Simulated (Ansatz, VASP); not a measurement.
ZrAl2N3 in VASP and in Ansatz

Contents of INCAR:

```
PREC = Accurate
ENCUT = 600
EDIFF = 1E-7
ISMEAR = 0
SIGMA = 0.1
LREAL = F
LASPH = T
NELM = 60
ALGO = Normal
ISIF = 3
LWAVE = F
LCHARG = F
GGA = PE
IBRION = 2
NSW = 90
EDIFFG = -0.04
```

File KPOINTS:

```
regular mesh
0
Gamma
  6 6 1
```

File POSCAR:

```
ZrAl2N3
1.0
    3.2806362500      0.0000000000      0.0000000000
   -1.6403181300      2.8411143400      0.0000000000
    0.0000000000      0.0000000000     16.9531204300
Zr Al N
2 4 6
Direct
    0.3333333300      0.6666666700      0.7500000000
    0.6666666700      0.3333333300      0.2500000000
    0.3333333300      0.6666666700      0.0833333300
    0.3333333300      0.6666666700      0.4166666700
    0.6666666700      0.3333333300      0.9166666700
    0.6666666700      0.3333333300      0.5833333300
    0.0000000000      0.0000000000      0.6666666700
    0.0000000000      0.0000000000      0.0000000000
    0.0000000000      0.0000000000      0.3333333300
    0.0000000000      0.0000000000      0.8333333300
    0.0000000000      0.0000000000      0.1666666700
    0.0000000000      0.0000000000      0.5000000000
```

Input for Ansatz:

```yaml
crystal:
  lattice:
    - [3.28063625, 0.0, 0.0]
    - [-1.64031813, 2.84111434, 0.0]
    - [0.0, 0.0, 16.95312043]
  atoms:
    - { symbol: Zr, position: [0.33333333, 0.66666667, 0.75] }
    - { symbol: Zr, position: [0.66666667, 0.33333333, 0.25] }
    - { symbol: Al, position: [0.33333333, 0.66666667, 0.08333333] }
    - { symbol: Al, position: [0.33333333, 0.66666667, 0.41666667] }
    - { symbol: Al, position: [0.66666667, 0.33333333, 0.91666667] }
    - { symbol: Al, position: [0.66666667, 0.33333333, 0.58333333] }
    - { symbol: "N", position: [0.0, 0.0, 0.66666667] }
    - { symbol: "N", position: [0.0, 0.0, 0.0] }
    - { symbol: "N", position: [0.0, 0.0, 0.33333333] }
    - { symbol: "N", position: [0.0, 0.0, 0.83333333] }
    - { symbol: "N", position: [0.0, 0.0, 0.16666667] }
    - { symbol: "N", position: [0.0, 0.0, 0.5] }
basis:
  ecutwfc: 420
kpoints:
  mp_grid: { grid: [6, 6, 1] }
hamiltonian:
  xc: pbe
scf:
  occupations: { method: gaussian, width: 0.1 }
  lower_state_search: "off"
output:
  forces: true
  stress: true
  eigenvalues: true
relax:
  adjacent_minimum: "off"
  f_tol: 0.04
  max_steps: 70
  cell: { stress_tol: 0.4 }
```

Alike in both runs: task relaxation of cell and atoms; functional PBE; k mesh 6 × 6 × 1; occupations gaussian, width 0.1 eV; no spin polarisation.

|  | VASP | Ansatz |
| --- | --- | --- |
| version | VASP 6.6.1 | Ansatz 0.2.0 |
| potentials or method | VASP PAW PBE potentials, release 64 (Zr_sv, Al, N), cutoff 600 eV | scalar-relativistic, plane waves, PAW |
| valence electrons in the cell | 66 | 66 |

Ansatz gave:

- gap on the k mesh at the Fermi level, each at its own relaxed structure (eV): none
- relaxed volume (Å³/atom): 10.11
- relaxed cell length with the largest relative difference (Å): 15.811

Q: What did VASP give for the same quantities?

A: gap on the k mesh at the Fermi level, each at its own relaxed structure (eV): none; relaxed volume (Å³/atom): 10.11; relaxed cell length with the largest relative difference (Å): 15.810.

A gap of «none» marks a metal or a gap that the smearing closes.

The k mesh is coarse, so the values compare programs but aren't converged. Noted on VASP's run: the volume moved by over 15 % at a fixed basis, so the end points are rough.
